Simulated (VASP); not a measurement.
# Ga2O3 (P1) in VASP: single point with PBE

Aim: the single point of Ga2O3 with PBE.

All numbers are computed with VASP 6.6.1; they aren't measurements. Logs are shortened: lines on timing, memory, paths and dates and some standing lists are left out, and cuts for length are marked.

**1. The cell of the first run**

The typed cell holds 10 atoms: a = 5.399 Å, b = 5.399 Å, c = 5.399 Å, α = 55.86°, β = 55.86°, γ = 55.86°.

**2. Single point, PBE (atom 1 (Ga) moved +0.450 Å along Cartesian [1 1 0])**

INCAR

```
SYSTEM = Ga2O3
  PREC = Accurate
  ENCUT = 520
  EDIFF = 1E-7
  ISMEAR = 0
  SIGMA = 0.05
  LREAL = .False.
  LASPH = .True.
  NELM = 100
  ALGO = Normal
  ISIF = 2
  LWAVE = .False.
  LCHARG = .False.
  GGA = PE
  NBANDS = 55
```

KPOINTS

```
Automatic mesh
0
Gamma
  6 6 6
  0 0 0
```

POSCAR

```
Ga2O3
1.0
    2.5287245564      1.4599598033      4.5410352127
   -2.5287245564      1.4599598033      4.5410352127
    0.0000000000     -2.9199196066      4.5410352127
Ga O
4 6
Direct
    0.4551104410      0.3292770240      0.2832187967
    0.1441312461      0.1441312461      0.1441312461
    0.6441312461      0.6441312461      0.6441312461
    0.8558687539      0.8558687539      0.8558687539
    0.5531733332      0.9468266668      0.2500000000
    0.2500000000      0.5531733332      0.9468266668
    0.9468266668      0.2500000000      0.5531733332
    0.4468266668      0.0531733332      0.7500000000
    0.7500000000      0.4468266668      0.0531733332
    0.0531733332      0.7500000000      0.4468266668
```

Potentials or basis: VASP PAW PBE potentials, release 64 (Ga_d, O).

Command:

```console
> cat potpaw_PBE.64/Ga_d/POTCAR potpaw_PBE.64/O/POTCAR > POTCAR
> mpirun -np 1 vasp_std > vasp.out
```

OUTCAR:

```text
SYSTEM = Ga2O3
   PREC = Accurate
   ENCUT = 520
   EDIFF = 1E-7
   ISMEAR = 0
   LREAL = .False.
   LASPH = .True.
   NELM = 100
   ISIF = 2
   GGA = PE

 ion  position               nearest neighbor table
   1  0.455  0.329  0.283-   9 1.58   5 1.91   6 2.07   8 2.08  10 2.28   7 2.44   3 2.69   3 2.90
                             2 2.92
   2  0.144  0.144  0.144-  10 1.95   8 1.95   9 1.95   7 2.11   6 2.11   5 2.11   1 2.92
   3  0.644  0.644  0.644-   6 1.95   5 1.95   7 1.95   9 2.11  10 2.11   8 2.11   1 2.69   4 2.88
                             1 2.90
   4  0.856  0.856  0.856-   7 1.95   5 1.95   6 1.95   9 2.11  10 2.11   8 2.11   3 2.88
   5  0.553  0.947  0.250-   1 1.91   3 1.95   4 1.95   2 2.11
   6  0.250  0.553  0.947-   3 1.95   4 1.95   1 2.07   2 2.11
   7  0.947  0.250  0.553-   4 1.95   3 1.95   2 2.11   1 2.44
   8  0.447  0.053  0.750-   2 1.95   1 2.08   3 2.11   4 2.11
   9  0.750  0.447  0.053-   1 1.58   2 1.95   3 2.11   4 2.11
  10  0.053  0.750  0.447-   2 1.95   3 2.11   4 2.11   1 2.28

  LATTYP: Found a trigonal (rhomboedric) cell.
 ALAT       =     5.3987898007
 COS(alpha) =     0.5612266819

  Lattice vectors:

 A1 = (   2.5287245564,   1.4599598033,   4.5410352127)
 A2 = (  -2.5287245564,   1.4599598033,   4.5410352127)
 A3 = (   0.0000000000,  -2.9199196066,   4.5410352127)

Analysis of symmetry for initial positions (statically):
=====================================================================
 Subroutine PRICEL returns:
 Original cell was already a primitive cell.

 Routine SETGRP: Setting up the symmetry group for a
 trigonal (rhombohedral) supercell.

 Subroutine GETGRP returns: Found  1 space group operations
 (whereof  1 operations were pure point group operations)
 out of a pool of 12 trial point group operations.

The static configuration has the point symmetry C_1 .

Analysis of symmetry for dynamics (positions and initial velocities):
=====================================================================
 Subroutine PRICEL returns:
 Original cell was already a primitive cell.

 Routine SETGRP: Setting up the symmetry group for a
 trigonal (rhombohedral) supercell.

 Subroutine GETGRP returns: Found  1 space group operations
 (whereof  1 operations were pure point group operations)
 out of a pool of 12 trial point group operations.

The dynamic configuration has the point symmetry C_1 .

 Subroutine INISYM returns: Found  1 space group operations
 (whereof  1 operations are pure point group operations),
 and found     1 'primitive' translations

----------------------------------------------------------------------------------------

                                     Primitive cell

  volume of cell :     100.5885

  direct lattice vectors                    reciprocal lattice vectors
     2.528724556  1.459959803  4.541035213     0.197728139  0.114158394  0.073404701
    -2.528724556  1.459959803  4.541035213    -0.197728139  0.114158394  0.073404701
     0.000000000 -2.919919607  4.541035213     0.000000000 -0.228316788  0.073404701

  length of vectors
     5.398789801  5.398789801  5.398789801     0.239826617  0.239826617  0.239826617

  position of ions in fractional coordinates (direct lattice)
     0.455110441  0.329277024  0.283218797
     0.144131246  0.144131246  0.144131246
     0.644131246  0.644131246  0.644131246
     0.855868754  0.855868754  0.855868754
     0.553173333  0.946826667  0.250000000
     0.250000000  0.553173333  0.946826667
     0.946826667  0.250000000  0.553173333
     0.446826667  0.053173333  0.750000000
     0.750000000  0.446826667  0.053173333
     0.053173333  0.750000000  0.446826667

  ion indices of the primitive-cell ions
   primitive index   ion index
                 1           1
                 2           2
                 3           3
                 4           4
                 5           5
                 6           6
                 7           7
                 8           8
                 9           9
                10          10

----------------------------------------------------------------------------------------

 KPOINTS: Automatic mesh

Automatic generation of k-mesh.
 Grid dimensions read from file:
 generate k-points for:    6    6    6

 Generating k-lattice:

  Cartesian coordinates                     Fractional coordinates (reciprocal lattice)
     0.032954690  0.019026399  0.012234117     0.166666667  0.000000000  0.000000000
    -0.032954690  0.019026399  0.012234117     0.000000000  0.166666667  0.000000000
     0.000000000 -0.038052798  0.012234117     0.000000000  0.000000000  0.166666667

  Length of vectors
     0.039971103  0.039971103  0.039971103

  Shift w.r.t. Gamma in fractional coordinates (k-lattice)
     0.000000000  0.000000000  0.000000000

 Subroutine IBZKPT returns following result:
 ===========================================

 Found    112 irreducible k-points:

 Following reciprocal coordinates:
            Coordinates               Weight
  0.000000  0.000000  0.000000      1.000000
  0.166667  0.000000 -0.000000      2.000000
  0.000000  0.166667 -0.000000      2.000000
 -0.000000 -0.000000  0.166667      2.000000
  0.333333  0.000000 -0.000000      2.000000
  0.000000  0.333333 -0.000000      2.000000
[... 16 lines left out ...]
 -0.166667  0.500000  0.000000      2.000000
  0.166667  0.000000  0.500000      2.000000
 [... further k-points ...]
   k-points           NKPTS =    112   k-points in BZ     NKDIM =    112   number of bands    NBANDS=     55
   number of dos      NEDOS =    301   number of ions     NIONS =     10
   total plane-waves  NPLWV =  64000
   dimension x,y,z NGX =    40 NGY =   40 NGZ =   40
   dimension x,y,z NGXF=    80 NGYF=   80 NGZF=   80
   ions per type =               4   6
   NGX,Y,Z   is equivalent  to a cutoff of  12.32, 12.32, 12.32 a.u.
   NGXF,Y,Z  is equivalent  to a cutoff of  24.63, 24.63, 24.63 a.u.
 SYSTEM =  Ga2O3
   PREC   = accura    normal or accurate (medium, high low for compatibility)
   ISTART =      0    job   : 0-new  1-cont  2-samecut
   ICHARG =      2    charge: 1-file 2-atom 10-const
   ISPIN  =      1    spin polarized calculation?
   LNONCOLLINEAR =      F non collinear calculations
   LSORBIT =      F    spin-orbit coupling
   LASPH  =      T    aspherical Exc in radial PAW
   ENCUT  =  520.0 eV  38.22 Ry    6.18 a.u.  10.04 10.04 10.04*2*pi/ulx,y,z
   NELM   =    100;   NELMIN=  2; NELMDL= -5     # of ELM steps
   EDIFF  = 0.1E-06   stopping-criterion for ELM
   LREAL  =      F    real-space projection
   EDIFFG = 0.1E-05   stopping-criterion for IOM
   NSW    =      0    number of steps for IOM
   IBRION =     -1    ionic relax: 0-MD 1-quasi-New 2-CG
   NFREE  =      0    steps in history (QN), initial steepest desc. (CG)
   ISIF   =      2    stress and relaxation
   ISYM   =      2    0-nonsym 1-usesym 2-fastsym
   POTIM  = 0.5000    time-step for ionic-motion
   TEBEG  =    0.0;   TEEND  =   0.0 temperature during run
   PSTRESS=    0.0 pullay stress
   NELECT =      88.0000    total number of electrons
   NUPDOWN=      -1.0000    fix difference up-down
   EMIN   =  10.00;   EMAX   =-10.00  energy-range for DOS
   EFERMI =   0.00;   METHOD = LEGACY
   ISMEAR =     0;   SIGMA  =   0.05  broadening in eV -4-tet -1-fermi 0-gaus
   EFERMI_NEDOS =   21; number of points for ismear=-14 and -15
   IALGO  =     38    algorithm
   IMIX   =      4    mixing-type and parameters
     AMIX     =   0.40;   BMIX     =  1.00
     AMIX_MAG =   1.60;   BMIX_MAG =  1.00
  volume/ion in A,a.u.               =      10.06        67.88
  Fermi-wavevector in a.u.,A,eV,Ry     =   1.565740  2.958819 33.355234  2.451541
  Thomas-Fermi vector in A             =   2.668171
   LORBIT       =      0    0 simple, 1 ext, 2 COOP (PROOUT), +10 PAW based schemes
   GGA     = PE    functional components
   LHFCALC =     F    Hartree Fock is set to
   AEXX    =    0.0000 exact exchange contribution
   IVDW    =     0    specifies the selected vdW correction
   LEPSILON=     F    determine dielectric tensor
   LRPA    =     F    only Hartree local field effects (RPA)
 non-spin polarized calculation
 Gauss-broadening in eV      SIGMA  =   0.05
  energy-cutoff  :      520.00
  volume of cell :      100.59
 maximum number of plane-waves:      2730
   NGX = 21   NGY = 21   NGZ = 21

 number of electron      88.0000002 magnetization

 Free energy of the ion-electron system (eV)
  ---------------------------------------------------
  ext. energy  EPLUGINS =         0.00000000
  ---------------------------------------------------
  free energy    TOTEN  =       -57.46595557 eV

  energy without entropy =      -57.46595557  energy(sigma->0) =      -57.46595557

 E-fermi :   4.6710     XC(G=0): -11.9469

 val. band max:        4.3992154284   @ k =   0.0000  -0.1667   0.1667
 cond. band min:       6.4567842136   @ k =   0.0000   0.0000   0.0000
 fundamental gap:      2.0575687852
 Fermi energy:         4.6709756785

 k-point     1 :       0.0000    0.0000    0.0000
  band No.  band energies     occupation
      1     -15.4092      2.00000
      2     -14.0103      2.00000
      3     -13.1236      2.00000
      4     -12.5717      2.00000
      5     -12.1179      2.00000
      6     -11.9506      2.00000
[... 47 lines left out ...]
     54      15.4191      0.00000
     55      15.9477      0.00000

 k-point     2 :       0.1667    0.0000   -0.0000
  band No.  band energies     occupation
      1     -15.3561      2.00000
      2     -13.9996      2.00000
      3     -13.1416      2.00000
      4     -12.5856      2.00000
      5     -12.1906      2.00000
      6     -11.9538      2.00000
[... 47 lines left out ...]
     54      15.7915      0.00000
     55      15.9423      0.00000
[... 1216 lines left out ...]
     54      15.8231      0.00000
     55      16.2365      0.00000

 k-point    24 :       0.1667    0.0000    0.5000
  band No.  band energies     occupation
      1     -15.1851      2.00000
      2     -13.8525      2.00000
      3     -13.2258      2.00000
      4     -12.8345      2.00000
      5     -12.3003      2.00000
      6     -11.9655      2.00000
[... 47 lines left out ...]
     54      15.8069      0.00000
     55      15.9996      0.00000

 [... further k-points ...]
[... 5 lines left out ...]
  --------------------------------------------------------------------------------------
  -------------------------------------------------------------------------------------
  Total        1.1579572     10.4232814      5.4359205      1.3760770      6.5537099      3.0096802
  in kB       18.4439751    166.0223281     86.5834998     21.9181949    104.3876816     47.9382727
  external PRESSURE =      90.3499343 kB  Pullay stress =       0.0000000 kB

 VOLUME and BASIS-vectors are now :
 -----------------------------------------------------------------------------
  energy-cutoff  :      520.00
  volume of cell :      100.59
      direct lattice vectors                 reciprocal lattice vectors
     2.528724556  1.459959803  4.541035213     0.197728139  0.114158394  0.073404701
    -2.528724556  1.459959803  4.541035213    -0.197728139  0.114158394  0.073404701
     0.000000000 -2.919919607  4.541035213     0.000000000 -0.228316788  0.073404701

 POSITION                                       TOTAL-FORCE (eV/Angst)
 -----------------------------------------------------------------------------------
      0.31820      0.31820      4.84804        -4.739824     -9.499771     -3.604914
      0.00000      0.00000      1.96352         0.592350     -0.265347      0.270113
      0.00000      0.00000      8.77507         0.611280      1.316935     -0.175339
      0.00000      0.00000     11.65959        -0.145169      1.304265     -0.080032
     -0.99544      1.45996      7.94681         0.578129      0.187640     -0.388795
     -0.76664     -1.59206      7.94681         0.309570      0.030639     -0.001119
      1.76208      0.13210      7.94681        -0.178160     -0.263584     -0.245734
      0.99544     -1.45996      5.67629         0.234500      0.339343     -0.205166
      0.76664      1.59206      5.67629         2.557624      6.627560      4.447680
     -1.76208     -0.13210      5.67629         0.179700      0.222320     -0.016694
 -----------------------------------------------------------------------------------
    total drift:                               -0.000160      0.000348     -0.000003

  FREE ENERGIE OF THE ION-ELECTRON SYSTEM (eV)
  ---------------------------------------------------
  free  energy   TOTEN  =       -57.4659555688 eV

  energy  without entropy=      -57.4659555688  energy(sigma->0) =      -57.46595557
```

It took 14 min on 1 thread of Intel Xeon Platinum 8259CL at 2.50GHz (Skylake/Cascade Lake), shared host; peak memory 0.54 GiB.

Results:

| Quantity | Value |
| --- | --- |
| Free energy | -57.4660 eV |
| Pressure | 9.0 GPa |
| Largest force | 11.212 eV/Å |
| Band gap on the k mesh | 2.06 eV (least direct gap 2.08 eV) |

Forces in eV/Å, atoms in the order of the input:
```
Ga  -4.740 -9.500 -3.605
Ga   0.592 -0.265  0.270
Ga   0.611  1.317 -0.175
Ga  -0.145  1.304 -0.080
O    0.578  0.188 -0.389
O    0.310  0.031 -0.001
O   -0.178 -0.264 -0.246
O    0.234  0.339 -0.205
O    2.558  6.628  4.448
O    0.180  0.222 -0.017
```

Stress tensor (GPa, compression positive):
```
 1.84  2.19  4.79
 2.19 16.60 10.44
 4.79 10.44  8.66
```

Levels at points of the mesh, in eV from the valence-band top:
```csv
k point,band 41,band 42,band 43,band 44,band 45,band 46,band 47,band 48
"(0.00, 0.00, 0.00)",-0.51,-0.31,-0.28,-0.02,2.06,5.98,6.20,8.06
"(0.50, 0.00, 0.00)",-1.07,-0.86,-0.31,-0.16,5.59,5.75,5.87,5.99
"(0.00, 0.50, 0.00)",-1.29,-1.07,-0.33,-0.14,5.54,5.63,6.08,6.16
"(0.00, 0.00, 0.50)",-1.01,-0.74,-0.33,-0.03,5.51,5.80,5.90,6.05
"(0.50, 0.50, 0.00)",-0.96,-0.72,-0.43,-0.32,5.62,5.92,6.73,6.95
"(0.50, 0.00, 0.50)",-0.84,-0.66,-0.46,-0.13,5.79,6.00,6.73,7.00
"(0.00, 0.50, 0.50)",-1.17,-0.81,-0.37,-0.13,5.64,6.12,6.65,6.84
"(0.50, 0.50, 0.50)",-0.62,-0.51,-0.42,-0.33,5.02,5.18,7.13,7.14
```

Caveat: the cell differs from its parent crystal (atom 1 (Ga) moved +0.450 Å along Cartesian [1 1 0]); the stress differs along the axes, from 2 to 17 GPa; forces of over 1 eV/Å act on the atoms, so gaps and moduli don't describe the material at rest. A k mesh can miss the band edges.
